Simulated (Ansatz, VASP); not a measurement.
## Two plane-wave programs on Na

File POSCAR:

```
Na
1.0
    3.7670009976      0.0000000000      0.0000000000
   -1.8835004988      3.2623185600      0.0000000000
    0.0000000000      0.0000000000      6.1540000000
Na
2
Direct
    0.3333333333      0.6666666667      0.2500000000
    0.6666666667      0.3333333333      0.7500000000
```

INCAR.step1

```
SYSTEM = Na
PREC = Accurate
ENCUT = 520
ISMEAR = 0
SIGMA = 0.1
LREAL = .False.
LASPH = .True.
NELM = 100
NBANDS = 14
GGA = PE
ALGO = Normal
EDIFF = 1E-4
LWAVE = .True.
LCHARG = .False.
```

INCAR.step2

```
SYSTEM = Na
PREC = Accurate
ENCUT = 520
EDIFF = 1E-6
ISMEAR = 0
SIGMA = 0.1
LREAL = .False.
LASPH = .True.
NELM = 100
ALGO = Normal
ISIF = 2
LWAVE = .False.
LCHARG = .True.
METAGGA = R2SCAN
LMIXTAU = .True.
LELF = .True.
LVHAR = .True.
NBANDS = 14
ISTART = 1
```

KPOINTS

```
Automatic mesh
0
Gamma
  6 6 4
  0 0 0
```

Input for Ansatz:

```yaml
crystal:
  lattice:
    - [3.7670009976, 0.0, 0.0]
    - [-1.8835004988, 3.26231856, 0.0]
    - [0.0, 0.0, 6.154]
  atoms:
    - { symbol: Na, position: [0.3333333333, 0.6666666667, 0.25] }
    - { symbol: Na, position: [0.6666666667, 0.3333333333, 0.75] }
basis:
  ecutwfc: 500
kpoints:
  mp_grid: { grid: [6, 6, 4] }
hamiltonian:
  xc: r2scan
scf:
  occupations: { method: gaussian, width: 0.1 }
output:
  forces: true
  stress: true
  eigenvalues: true
```

Alike in both runs: task single point; functional r2SCAN; k mesh 6 × 6 × 4; occupations gaussian, width 0.1 eV; no spin polarisation.

```csv
,VASP,Ansatz
version,VASP 6.6.1,Ansatz 0.2.0
potentials or method,"VASP PAW PBE potentials, release 64 (Na_pv), cutoff 520 eV","scalar-relativistic, plane waves, PAW"
valence electrons in the cell,14,18
```

```csv
,VASP,Ansatz,Ansatz less VASP
gap on the k mesh at the Fermi level (eV),none,none,-
pressure (GPa),0.0,0.0,-0.04
"traceless stress, the component that is largest in VASP (GPa)",-0.54,-0.54,+0.005
```

VASP's potentials were made for PBE, not for r2SCAN. A gap of «none» marks a metal or a gap that the smearing closes. VASP's potentials hold 14 valence electrons a cell and Ansatz's 18, so a difference there can come from the potentials and not from the codes.
